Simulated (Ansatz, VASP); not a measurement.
# Two plane-wave programs on Zr

INCAR

```
PREC     = Accurate       # precision mode
ENCUT    = 520            # plane-wave cutoff, eV
EDIFF    = 1E-8           # SCF threshold, eV
ISMEAR   = -1             # smearing method
SIGMA    = 0.08           # smearing width, eV
LREAL    = False          # projectors in reciprocal space
LASPH    = True           # aspherical terms in the spheres
NELM     = 100            # most SCF steps
ALGO     = Normal         # electronic algorithm
ISIF     = 2              # what is computed and relaxed
LWAVE    = False          # write WAVECAR
LCHARG   = False          # write CHGCAR
GGA      = PS             # functional
LEFG     = True         
NBANDS   = 19             # bands
```

The input KPOINTS:

```
regular mesh
0
Gamma
  13 13 7
```

Contents of POSCAR:

```
Zr
1.0
    3.2319982225     -0.0161599911     -0.0161599911
   -1.6299940740      2.8070725612     -0.0059149673
   -0.0257350000     -0.0257350000      5.1470000000
Zr
2
Direct
    0.3333333333      0.6666666667      0.2500000000
    0.6666666667      0.3333333333      0.7500000000
```

Input for Ansatz:

```yaml
crystal:
  lattice:
    - [3.2319982225, -0.0161599911, -0.0161599911]
    - [-1.629994074, 2.8070725612, -0.0059149673]
    - [-0.025735, -0.025735, 5.147]
  atoms:
    - { symbol: Zr, position: [0.3333333333, 0.6666666667, 0.25] }
    - { symbol: Zr, position: [0.6666666667, 0.3333333333, 0.75] }
kpoints:
  mp_grid: { grid: [13, 13, 7] }
scf:
  occupations: { method: fermi_dirac, width: 0.08 }
hamiltonian:
  xc: pbesol
  pseudopotentials: { kind: paw }
output:
  forces: true
  stress: true
  eigenvalues: true
  efg: { contact_densities: true }
```

Change from the starting cell: equal xy, yz and zx shear strains of -1 %, PAW files.

Alike in both runs: task electric field gradients; functional PBEsol; k mesh 13 × 13 × 7; occupations fermi-dirac, width 0.08 eV; no spin polarisation.

|  | VASP | Ansatz |
| --- | --- | --- |
| version | VASP 6.6.1 | Ansatz 0.2.0 |
| potentials or method | VASP PAW PBE potentials, release 64 (Zr_sv) | PAW with Ansatz's default frozen-core files, scalar-relativistic |
| plane-wave cutoff (eV) | 520 | 420 |
| valence electrons in the cell | 24 | 24 |

|  | VASP | Ansatz | Ansatz less VASP |
| --- | --- | --- | --- |
| pressure (GPa) | -3.2 | -3.3 | -0.05 |
| traceless stress, the component that is largest in VASP (GPa) | 0.45 | 0.45 | -0.001 |
| rms of the force components (eV/Å) | 0.011 | 0.011 | 0.0000 |
| size of Vzz on the site where it differs most (V/Å²) | 41.9 | 42.5 | +0.59 |

VASP's potentials were made for PBE, not for PBEsol. Atom by atom the forces differ by 0.000 eV/Å (rms over components).
